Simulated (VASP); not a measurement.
Input of a VASP 6.6.1 run:

Contents of INCAR:

```
SYSTEM = Ga
PREC = Accurate
ENCUT = 520
EDIFF = 1E-6
ISMEAR = -1
SIGMA = 0.1
LREAL = .FALSE.
LASPH = .TRUE.
NELM = 60
ALGO = Normal
ISIF = 2
LWAVE = .FALSE.
LCHARG = .FALSE.
GGA = PE
NBANDS = 12
```

The input KPOINTS:

```
regular mesh
0
G
  19 19 19
  0 0 0
```

POSCAR

```
Ga
1.0
    2.7576775835      0.0000000000      0.0000000000
    0.0000000000      2.7576775835      0.0000000000
    0.0000000000      0.0000000000      2.7576775835
Ga
1
Direct
    0.0000000000      0.0000000000      0.0000000000
```

Potentials or basis: VASP PAW PBE potentials, release 64 (Ga_d).

Command:

```bash
$ cat potpaw_PBE.64/Ga_d/POTCAR > POTCAR
$ mpirun -np 1 vasp_std > vasp.out
```

What does it give for the pressure?

-1.6 GPa.
